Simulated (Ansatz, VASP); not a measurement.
**C in VASP and in Ansatz**

```
C
1.0
     0.00000    1.78582   -1.78582
     3.57164    0.00000    0.00000
    -1.78582   -3.57164   -1.78582
C
6
Direct
  0.16667 0.41667 0.33333
  0.50000 0.75000 0.00000
  0.83333 0.08333 0.66667
  0.33333 0.33333 0.66667
  0.66667 0.66667 0.33333
  0.00000 0.00000 0.00000
```

Alike in both runs: functional PBE; k mesh 10 × 10 × 10; occupations gaussian, width 0.02 eV; no spin polarisation.

Ansatz relaxed the structure, and its values are those at the end. VASP's run is a single point on that final structure, the one shown.

|  | VASP | Ansatz |
| --- | --- | --- |
| version | VASP 6.6.1 | Ansatz 0.2.0 |
| potentials or method | VASP PAW PBE potentials, release 64 (C), cutoff 520 eV | scalar-relativistic, plane waves, PAW |
| valence electrons in the cell | 24 | 24 |

```csv
,VASP,Ansatz,Ansatz less VASP
gap on the k mesh at the Fermi level (eV),4.16,4.17,+0.009
least direct gap on the mesh (eV),5.49,5.50,+0.010
pressure (GPa),0.6,0.0,-0.67
```
